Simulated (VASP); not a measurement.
CsSc:

```
CELL_PARAMETERS angstrom
6.42621 0.00000 0.00000
-3.21310 5.56526 0.00000
0.00000 0.00000 5.18478
ATOMIC_POSITIONS crystal
Cs 0.50000 0.00000 0.00000
Cs 0.50000 0.50000 0.00000
Cs 0.00000 0.50000 0.00000
Sc 0.00000 0.00000 0.00000
Sc 0.33333 0.66667 0.50000
Sc 0.66667 0.33333 0.50000
```

```yaml
Program: VASP 6.6.1
Task: relaxation of cell and atoms
Functional: PBE
Potentials_or_basis: VASP PAW PBE potentials, release 64 (Cs_sv, Sc_sv)
Cutoff: 600 eV
k_mesh: 3 × 3 × 4
Occupations: gaussian, width 0.1 eV
Spin: no spin polarisation
```

At the start: pressure 7.2 GPa; volume 30.90 Å³/atom.

Problem. How do energy, volume and symmetry change on relaxing?

Solution. Over 8 steps the energy falls by 362.9 meV/atom and the volume is 59.09 Å³/atom (+91.2 %); space group P6/mmm (No. 191, to 0.1 Å) before and after.

The path:
| step | energy change (eV) | largest force (eV/Å) | pressure (GPa) | volume (Å³) |
| --- | --- | --- | --- | --- |
| 1 | 0.0000 | 0.0000 | 7.20 | 185.43 |
| 2 | -1.2021 | 0.0000 | 3.19 | 225.23 |
| 3 | -1.9181 | 0.0000 | 1.34 | 277.75 |
| 4 | -2.0912 | 0.0000 | -0.45 | 406.06 |
| 5 | -2.1733 | 0.0000 | -0.10 | 359.91 |
| 6 | -2.1761 | 0.0000 | 0.02 | 350.33 |
| 7 | -2.1757 | 0.0000 | -0.04 | 354.36 |
| 8 | -2.1774 | 0.0000 | -0.04 | 354.56 |

Final structure:
```
Cs Sc
1.0
     7.99611    0.00000    0.00000
    -3.99806    6.92484    0.00000
     0.00000    0.00000    6.40325
Cs Sc
3 3
Direct
  0.50000 0.00000 0.00000
  0.50000 0.50000 0.00000
  0.00000 0.50000 0.00000
  0.00000 0.00000 0.00000
  0.33333 0.66667 0.50000
  0.66667 0.33333 0.50000
```

Caveat: the k points lie up to 0.30 Å⁻¹ apart in the final cell; the volume moved by over 15 % at a fixed basis, so the end points are rough.
